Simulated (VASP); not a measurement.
**MgB2: single point with LDA**

MgB2:

```
Mg B
1.0
     3.10543    0.00000    0.00000
    -1.55272    2.68938    0.00000
     0.00000    0.00000    3.54633
Mg B
1 2
Direct
  0.00000 0.00000 0.00000
  0.33333 0.66667 0.50000
  0.66667 0.33333 0.50000
```

This cell differs from its parent crystal: volume scaled by 1.02.

```json
{"Program": "VASP 6.6.1", "Task": "single point", "Functional": "LDA", "Potentials or basis": "VASP PAW LDA potentials, release 64 (Mg, B)", "Cutoff": "520 eV", "k mesh": "12 × 12 × 9", "Occupations": "fermi-dirac, width 0.05 eV", "Spin": "no spin polarisation"}
```

| Property | Result |
| --- | --- |
| Pressure | -10.8 GPa |
| Band gap on the k mesh | zero (band 4 reaches 6.84 eV, above the bottom of band 5 at 3.20 eV) |

Stress tensor (GPa, compression positive):
```
-11.55   0.00   0.00
  0.00 -11.55   0.00
  0.00   0.00  -9.25
```

Levels at points of the mesh, in eV from the Fermi level:
```tsv
k point	band 2	band 3	band 4	band 5	band 6	band 7
(0.00, 0.00, 0.00)	-2.85	0.37	0.37	1.64	6.21	6.21
(0.50, 0.00, 0.00)	-7.65	-2.11	0.26	3.04	3.89	5.25
```

It took 11 s on 1 thread of Intel(R) Xeon(R) Platinum 8488C (Sapphire Rapids), with other jobs on the host, peak memory 0.15 GiB.
